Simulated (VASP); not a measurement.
## CdS: single point with PBE+D3(BJ)

Crystal: CdS.

```
Cd S
1.0
     0.00000    2.88454    2.88454
     2.88454    0.00000    2.88454
     2.88454    2.88454    0.00000
Cd S
1 1
Direct
  0.00000 0.00000 0.00000
  0.50000 0.50000 0.50000
```

```json
{"Program": "VASP 6.6.1", "Task": "single point", "Functional": "PBE", "Dispersion": "D3(BJ)", "Potentials or basis": "VASP PAW PBE potentials, release 64 (Cd, S)", "Cutoff": "520 eV", "k mesh": "8 × 8 × 8, shifted", "Occupations": "gaussian, width 0.01 eV", "Spin": "no spin polarisation", "Dipole correction": "no", "Further INCAR settings": "ALGO = Normal; EDIFF = 1e-06; NBANDS = 16; ISYM = 0"}
```

The pressure is -9.5 GPa. The band gap on the k mesh is 0.44 eV (least direct gap 1.20 eV) and the dispersion energy per atom is -0.323 eV.

Levels at points of the mesh, in eV from the valence-band top:
```tsv
k point	band 5	band 6	band 7	band 8	band 9	band 10	band 11	band 12	band 13	band 14
(0.06, 0.06, 0.06)	-7.40	-7.40	-0.94	-0.45	-0.45	0.75	8.69	9.08	9.08	10.02
```

Run time: 14 min on 1 thread of Intel Xeon 8259CL (shared host), peak memory 0.81 GiB.

Caveat: the cell stands under tension; a shifted mesh leaves out Γ, where band edges can lie. A k mesh can miss the band edges.
